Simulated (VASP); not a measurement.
# CdI2 (P-3m1) in VASP: a series of runs, part 2 of 2

VASP 6.6.1. The steps go on from the part before.

## 4. Electric field gradients, PBEsol (zz strain of -2 %)

INCAR

```
SYSTEM = CdI2
PREC = Accurate ; ENCUT = 400
EDIFF = 1E-8 ; ISMEAR = -1
SIGMA = 0.03 ; LREAL = .FALSE.
LASPH = .TRUE. ; NELM = 120
ALGO = Normal ; ISIF = 2
LWAVE = .FALSE. ; LCHARG = .FALSE.
GGA = PS ; LEFG = .TRUE.
NBANDS = 20 ; GGA_COMPAT = .FALSE.
```

KPOINTS

```
regular mesh
0
G
  8 8 5
  0 0 0
```

POSCAR

```
CdI2
1.0
    4.2439992147      0.0000000000      0.0000000000
   -2.1219996073      3.6754111335      0.0000000000
    0.0000000000      0.0000000000      6.7218200000
Cd I
1 2
Direct
    0.0000000000      0.0000000000      0.0000000000
    0.3333333333      0.6666666667      0.2492000000
    0.6666666667      0.3333333333      0.7508000000
```

Potentials or basis: VASP PAW PBE potentials, release 64 (Cd, I).

Launch:

```console
$ cat potpaw_PBE.64/Cd/POTCAR potpaw_PBE.64/I/POTCAR > POTCAR
$ mpirun -np 1 vasp_std > vasp.out
```

OUTCAR:

```text
SYSTEM = CdI2
   PREC = Accurate
   ENCUT = 400
   EDIFF = 1E-8
   ISMEAR = -1
   LREAL = .FALSE.
   LASPH = .TRUE.
   NELM = 120
   ISIF = 2
   GGA = PS

 ion  position               nearest neighbor table
   1  0.000  0.000  0.000-   2 2.97   3 2.97   2 2.97   3 2.97   3 2.97   2 2.97
   2  0.333  0.667  0.249-   1 2.97   1 2.97   1 2.97
   3  0.667  0.333  0.751-   1 2.97   1 2.97   1 2.97

  LATTYP: Found a hexagonal cell.
 ALAT       =     4.2439992147
 C/A-ratio  =     1.5838410094

  Lattice vectors:

 A1 = (   4.2439992147,   0.0000000000,   0.0000000000)
 A2 = (  -2.1219996073,   3.6754111335,   0.0000000000)
 A3 = (   0.0000000000,   0.0000000000,   6.7218200000)

Analysis of symmetry for initial positions (statically):
=====================================================================
 Subroutine PRICEL returns:
 Original cell was already a primitive cell.
[... 748 lines left out ...]
    -2.121999607  3.675411133  0.000000000     0.000000000  0.272078405  0.000000000
     0.000000000  0.000000000  6.721820000     0.000000000  0.000000000  0.148769232

 POSITION                                       TOTAL-FORCE (eV/Angst)
 -----------------------------------------------------------------------------------
      0.00000      0.00000      0.00000         0.000000      0.000000     -0.000000
     -0.00000      2.45027      1.67508        -0.000000      0.000000      0.086677
      2.12200      1.22514      5.04674         0.000000     -0.000000     -0.086677
 -----------------------------------------------------------------------------------
    total drift:                               -0.000000      0.000000      0.000000

  FREE ENERGIE OF THE ION-ELECTRON SYSTEM (eV)
  ---------------------------------------------------
  free  energy   TOTEN  =        -6.3689856650 eV

  energy  without entropy=       -6.3689856650  energy(sigma->0) =       -6.36898567

 Electric field gradients (V/A^2)
---------------------------------------------------------------------
 ion       V_xx      V_yy      V_zz      V_xy      V_xz      V_yz
---------------------------------------------------------------------
   1      -2.491    -2.492     4.982    -0.001     0.000    -0.000
   2      38.314    38.313   -76.627    -0.000    -0.000     0.000
   3      38.314    38.313   -76.627    -0.000    -0.000     0.000
---------------------------------------------------------------------

 Electric field gradients after diagonalization (V/A^2)
 (convention: |V_zz| > |V_xx| > |V_yy|)
----------------------------------------------------------------------
 ion       V_xx      V_yy      V_zz     asymmetry (V_yy - V_xx)/ V_zz
----------------------------------------------------------------------
   1      -2.492    -2.490     4.982       0.000
   2      38.314    38.313   -76.627       0.000
   3      38.314    38.313   -76.627       0.000
----------------------------------------------------------------------

           NMR quadrupolar parameters

 Cq : quadrupolar parameter    Cq=e*Q*V_zz/h
 eta: asymmetry parameters     (V_yy - V_xx)/ V_zz
 Q  : nuclear electric quadrupole moment in mb (millibarn)
----------------------------------------------------------------------
 ion       Cq(MHz)       eta       Q (mb)
----------------------------------------------------------------------
   1       0.012       0.000       1.000
   2      -0.185       0.000       1.000
   3      -0.185       0.000       1.000
----------------------------------------------------------------------
```

OSZICAR:

```text
N       E                     dE             d eps       ncg     rms          rms(c)
DAV:   1     0.138831084600E+03    0.13883E+03   -0.99903E+03  1608   0.902E+02
DAV:   2     0.131968839457E+01   -0.13751E+03   -0.13299E+03  1928   0.226E+02
DAV:   3    -0.657059046045E+01   -0.78903E+01   -0.78670E+01  1892   0.550E+01
DAV:   4    -0.669765860639E+01   -0.12707E+00   -0.12705E+00  2132   0.669E+00
DAV:   5    -0.669871241644E+01   -0.10538E-02   -0.10538E-02  1960   0.609E-01    0.669E+00
DAV:   6    -0.639641447355E+01    0.30230E+00   -0.57852E-01  1708   0.842E+00    0.547E+00
DAV:   7    -0.637063767051E+01    0.25777E-01   -0.18153E-01  1812   0.268E+00    0.220E+00
DAV:   8    -0.636923288011E+01    0.14048E-02   -0.25234E-02  1760   0.174E+00    0.388E-01
DAV:   9    -0.636899254238E+01    0.24034E-03   -0.24369E-03  1836   0.544E-01    0.135E-01
DAV:  10    -0.636898166058E+01    0.10882E-04   -0.28648E-04  1796   0.164E-01    0.383E-02
DAV:  11    -0.636898583213E+01   -0.41715E-05   -0.25301E-05  1852   0.426E-02    0.192E-02
DAV:  12    -0.636898587574E+01   -0.43607E-07   -0.18017E-06  1832   0.136E-02    0.119E-02
DAV:  13    -0.636898575190E+01    0.12384E-06   -0.21133E-06  1828   0.139E-02    0.134E-03
DAV:  14    -0.636898567102E+01    0.80881E-07   -0.20481E-07  1820   0.510E-03    0.799E-04
DAV:  15    -0.636898566503E+01    0.59913E-08   -0.27159E-08  1772   0.917E-04
   1 F= -.63689857E+01 E0= -.63689857E+01  d E =-.259684E-10
```

It took 32 s on 1 thread of AMD EPYC 9R45 (Zen 5), shared host; peak memory 0.18 GiB.

What came out:

| Item | Value |
| --- | --- |
| Free energy | -6.3690 eV |
| Pressure | 0.2 GPa |
| Largest force | 0.087 eV/Å |
| Band gap on the k mesh | 2.36 eV, indirect (least direct gap 2.44 eV) |

Forces on the atoms (eV/Å):
```
Cd   0.000  0.000  0.000
I    0.000  0.000  0.087
I    0.000  0.000 -0.087
```

Stress tensor (GPa, compression positive):
```
0.02 0.00 0.00
0.00 0.02 0.00
0.00 0.00 0.65
```

Electric field gradients, principal values (V/Å²):
| atom | least | middle | greatest (by size) |
| --- | --- | --- | --- |
| 1 Cd | -2.490 | -2.492 | 4.982 |
| 2 I | 38.313 | 38.314 | -76.627 |
| 3 I | 38.313 | 38.314 | -76.627 |

Caveat: the cell differs from its parent crystal (zz strain of -2 %); without QUAD_EFG the Cq values of the log hold for a quadrupole moment of 1 mb, not for the nuclei; the PAW data sets were made with another functional, which shifts forces and pressure a little; spin-orbit coupling is left out, which moves the levels of the heavy elements; this functional lacks dispersion, which binds the layers, so the pressure and a relaxed spacing across them are unreliable.

## 5. Electric field gradients, PBEsol (volume scaled by 0.99)

INCAR

```
ALGO     = Normal         # electronic algorithm
EDIFF    = 1E-8           # SCF threshold, eV
ENCUT    = 400            # plane-wave cutoff, eV
GGA      = PS             # functional
GGA_COMPAT= F            
ISIF     = 2              # what is computed and relaxed
ISMEAR   = -1             # smearing method
LASPH    = T              # aspherical terms in the spheres
LCHARG   = F              # write CHGCAR
LEFG     = T            
LREAL    = F              # projectors in reciprocal space
LWAVE    = F              # write WAVECAR
NBANDS   = 20             # bands
NELM     = 120            # most SCF steps
PREC     = Accurate       # precision mode
SIGMA    = 0.03           # smearing width, eV
```

KPOINTS

```
k-points
0
Gamma
  8 8 5
```

POSCAR

```
CdI2
1.0
    4.2298051314      0.0000000000      0.0000000000
   -2.1149025656      3.6631186968      0.0000000000
    0.0000000000      0.0000000000      6.8360600293
Cd I
1 2
Direct
    0.0000000000      0.0000000000      0.0000000000
    0.3333333333      0.6666666667      0.2492000000
    0.6666666667      0.3333333333      0.7508000000
```

Potentials or basis: VASP PAW PBE potentials, release 64 (Cd, I).

Launch:

```console
$ cat potpaw_PBE.64/Cd/POTCAR potpaw_PBE.64/I/POTCAR > POTCAR
$ mpirun -np 1 vasp_std > vasp.out
```

OUTCAR:

```text
EDIFF = 1E-8
   ENCUT = 400
   GGA = PS
   ISIF = 2
   ISMEAR = -1
   LASPH = T
   LREAL = F
   NELM = 120
   PREC = Accurate

 ion  position               nearest neighbor table
   1  0.000  0.000  0.000-   2 2.98   3 2.98   2 2.98   3 2.98   3 2.98   2 2.98
   2  0.333  0.667  0.249-   1 2.98   1 2.98   1 2.98
   3  0.667  0.333  0.751-   1 2.98   1 2.98   1 2.98

  LATTYP: Found a hexagonal cell.
 ALAT       =     4.2298051314
 C/A-ratio  =     1.6161642953

  Lattice vectors:

 A1 = (   4.2298051314,   0.0000000000,   0.0000000000)
 A2 = (  -2.1149025656,   3.6631186968,   0.0000000000)
 A3 = (   0.0000000000,   0.0000000000,   6.8360600293)

Analysis of symmetry for initial positions (statically):
=====================================================================
 Subroutine PRICEL returns:
 Original cell was already a primitive cell.

 Routine SETGRP: Setting up the symmetry group for a
[... 747 lines left out ...]
     0.000000000  0.000000000  6.836060029     0.000000000  0.000000000  0.146283092

 POSITION                                       TOTAL-FORCE (eV/Angst)
 -----------------------------------------------------------------------------------
      0.00000      0.00000      0.00000        -0.000000      0.000000      0.000000
     -0.00000      2.44208      1.70355         0.000000     -0.000000     -0.013107
      2.11490      1.22104      5.13251        -0.000000      0.000000      0.013107
 -----------------------------------------------------------------------------------
    total drift:                               -0.000000      0.000000      0.000000

  FREE ENERGIE OF THE ION-ELECTRON SYSTEM (eV)
  ---------------------------------------------------
  free  energy   TOTEN  =        -6.3742176287 eV

  energy  without entropy=       -6.3742176287  energy(sigma->0) =       -6.37421763

 Electric field gradients (V/A^2)
---------------------------------------------------------------------
 ion       V_xx      V_yy      V_zz      V_xy      V_xz      V_yz
---------------------------------------------------------------------
   1      -0.907    -0.909     1.816    -0.001     0.000    -0.000
   2      28.081    28.081   -56.162    -0.000    -0.000     0.000
   3      28.081    28.081   -56.162    -0.000    -0.000     0.000
---------------------------------------------------------------------

 Electric field gradients after diagonalization (V/A^2)
 (convention: |V_zz| > |V_xx| > |V_yy|)
----------------------------------------------------------------------
 ion       V_xx      V_yy      V_zz     asymmetry (V_yy - V_xx)/ V_zz
----------------------------------------------------------------------
   1      -0.910    -0.907     1.816       0.002
   2      28.081    28.081   -56.162       0.000
   3      28.081    28.081   -56.162       0.000
----------------------------------------------------------------------

           NMR quadrupolar parameters

 Cq : quadrupolar parameter    Cq=e*Q*V_zz/h
 eta: asymmetry parameters     (V_yy - V_xx)/ V_zz
 Q  : nuclear electric quadrupole moment in mb (millibarn)
----------------------------------------------------------------------
 ion       Cq(MHz)       eta       Q (mb)
----------------------------------------------------------------------
   1       0.004       0.002       1.000
   2      -0.136       0.000       1.000
   3      -0.136       0.000       1.000
----------------------------------------------------------------------
```

OSZICAR:

```text
N       E                     dE             d eps       ncg     rms          rms(c)
DAV:   1     0.139456610114E+03    0.13946E+03   -0.10000E+04  1608   0.900E+02
DAV:   2     0.128993636499E+01   -0.13817E+03   -0.13371E+03  1912   0.226E+02
DAV:   3    -0.657661518014E+01   -0.78666E+01   -0.78423E+01  1888   0.548E+01
DAV:   4    -0.670493073293E+01   -0.12832E+00   -0.12830E+00  2148   0.665E+00
DAV:   5    -0.670589011940E+01   -0.95939E-03   -0.95937E-03  1944   0.583E-01    0.655E+00
DAV:   6    -0.640152518481E+01    0.30436E+00   -0.58964E-01  1668   0.836E+00    0.538E+00
DAV:   7    -0.637590719424E+01    0.25618E-01   -0.17673E-01  1808   0.263E+00    0.221E+00
DAV:   8    -0.637446043306E+01    0.14468E-02   -0.24120E-02  1764   0.169E+00    0.373E-01
DAV:   9    -0.637422438756E+01    0.23605E-03   -0.24024E-03  1808   0.535E-01    0.128E-01
DAV:  10    -0.637421329965E+01    0.11088E-04   -0.27851E-04  1784   0.162E-01    0.396E-02
DAV:  11    -0.637421799237E+01   -0.46927E-05   -0.25141E-05  1856   0.421E-02    0.195E-02
DAV:  12    -0.637421799631E+01   -0.39354E-08   -0.17771E-06  1832   0.128E-02    0.126E-02
DAV:  13    -0.637421771520E+01    0.28111E-06   -0.24877E-06  1792   0.153E-02    0.160E-03
DAV:  14    -0.637421763186E+01    0.83341E-07   -0.22999E-07  1812   0.525E-03    0.853E-04
DAV:  15    -0.637421762872E+01    0.31332E-08   -0.23035E-08  1752   0.824E-04
   1 F= -.63742176E+01 E0= -.63742176E+01  d E =-.112315E-10
```

stdout:

```text
POSCAR found type information on POSCAR CdI
 POSCAR found :  2 types and       3 ions
 scaLAPACK will be used
 -----------------------------------------------------------------------------
|                                                                             |
|                                                                             |
|     You enforced a specific xc type in the INCAR file but a different       |
|     I HOPE YOU KNOW WHAT YOU ARE DOING!                                     |
|                                                                             |
 -----------------------------------------------------------------------------

 LDA part: xc-table for (Slater+PW92), standard interpolation
 POSCAR, INCAR and KPOINTS ok, starting setup
 FFT: planning ... GRIDC
 FFT: planning ... GRID_SOFT
 FFT: planning ... GRID
 WAVECAR not read
 entering main loop
ion   1

ion   2

ion   3
```

Wall time 34 s (1 thread of AMD EPYC 9R45 (Zen 5), shared host); peak memory 0.18 GiB.

What came out:

```
Free energy            : -6.3742 eV
Pressure               : -0.1 GPa
Largest force          : 0.013 eV/Å
Band gap on the k mesh : 2.29 eV, indirect (least direct gap 2.53 eV)
```

Forces in eV/Å, atoms in the order of the input:
```
Cd   0.000  0.000  0.000
I    0.000  0.000 -0.013
I    0.000  0.000  0.013
```

Electric field gradients, principal values (V/Å²):
```tsv
atom	least	middle	greatest (by size)
1 Cd	-0.907	-0.910	1.816
2 I	28.081	28.081	-56.162
3 I	28.081	28.081	-56.162
```

Caveat: without QUAD_EFG the Cq values of the log hold for a quadrupole moment of 1 mb, not for the nuclei; the PAW data sets were made with another functional, which shifts forces and pressure a little; spin-orbit coupling is left out, which moves the levels of the heavy elements; this functional lacks dispersion, which binds the layers, so the pressure and a relaxed spacing across them are unreliable. A k mesh can miss the band edges.

## 6. The runs side by side

| cell | gap on the mesh (eV) | pressure (GPa) | largest force (eV/Å) |
| --- | --- | --- | --- |
| a = 4.187, b = 4.187, c = 6.766 Å, angles 90.0, 90.0, 120.0°, 3 atoms | 2.32 | 1.1 | 0.17 |
| a = 4.244, b = 4.244, c = 6.722 Å, angles 90.0, 90.0, 120.0°, 3 atoms | 2.36 | 0.2 | 0.09 |
| a = 4.230, b = 4.230, c = 6.836 Å, angles 90.0, 90.0, 120.0°, 3 atoms | 2.29 | -0.1 | 0.01 |

Alike in all rows: task electric field gradients; level PBEsol; potentials or basis VASP PAW PBE potentials, release 64 (Cd, I); no spin polarisation; k mesh 8 × 8 × 5; cutoff (eV) 400; smearing fermi-dirac 0.03 eV.

Caveats: the PAW data sets were made with another functional, which shifts forces and pressure a little; spin-orbit coupling is left out, which moves the levels of the heavy elements; this functional lacks dispersion, which binds the layers, so the pressure and a relaxed spacing across them are unreliable.

Absolute energies hang on the potentials; compare differences alone.
